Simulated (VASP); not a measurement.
Wanted: the native input for a VASP 6.6.1 run.

- Task: single point
- Functional: PBE
- Potentials or basis: VASP PAW PBE potentials, release 64 (Al, B, Sb)
- Cutoff: 500 eV
- k mesh: 6 × 6 × 2
- Occupations: gaussian, width 0.1 eV
- Spin: no spin polarisation
- Dipole correction: no
- Further INCAR settings: ALGO = Normal; EDIFF = 1e-06; NBANDS = 19

The structure of Al3B2Sb lies in POSCAR:

```
Al3B2Sb
1.0
    3.0759311385      0.0000000000      0.0000000000
   -1.5379655692      2.6638345062      0.0000000000
    0.0000000000      0.0000000000     10.7792045311
Al B Sb
3 2 1
Direct
    0.0000000000      0.0000000000      0.1426215782
    0.0000000000      0.0000000000      0.8326806833
    0.6666666667      0.3333333333      0.6270838082
    0.3333333333      0.6666666667      0.9875050433
    0.6666666667      0.3333333333      0.9953385153
    0.3333333333      0.6666666667      0.3647703717
```

One way to write it, as run:

INCAR

```
PREC     = Accurate       # precision mode
ENCUT    = 500            # plane-wave cutoff, eV
EDIFF    = 1E-6           # SCF threshold, eV
ISMEAR   = 0              # smearing method
SIGMA    = 0.1            # smearing width, eV
LREAL    = F              # projectors in reciprocal space
LASPH    = T              # aspherical terms in the spheres
NELM     = 120            # most SCF steps
ALGO     = Normal         # electronic algorithm
ISIF     = 2              # what is computed and relaxed
LWAVE    = F              # write WAVECAR
LCHARG   = T              # write CHGCAR
GGA      = PE             # functional
LELF     = T              # ELF
LVHAR    = T            
NBANDS   = 19             # bands
GGA_COMPAT= F
```

KPOINTS

```
regular mesh
0
Gamma
  6 6 2
```

Potentials or basis: VASP PAW PBE potentials, release 64 (Al, B, Sb).

Launch:

```sh
$ cat potpaw_PBE.64/Al/POTCAR potpaw_PBE.64/B/POTCAR potpaw_PBE.64/Sb/POTCAR > POTCAR
$ mpirun -np 1 vasp_std > vasp.out
```

Results of the run:

The pressure is -0.1 GPa, the largest force is 0.056 eV/Å and the band gap on the k mesh is zero (bands 10 and 11 overlap by 5.76 eV).

Caveat: the k points lie up to 0.39 Å⁻¹ apart, too coarse for converged energies and pressures of a metal; spin-orbit coupling is left out, which moves the levels of the heavy elements.

Wall time 28 s on 1 thread of Intel(R) Xeon(R) Platinum 8488C (Sapphire Rapids), on a shared host, peak memory 0.2 GiB.
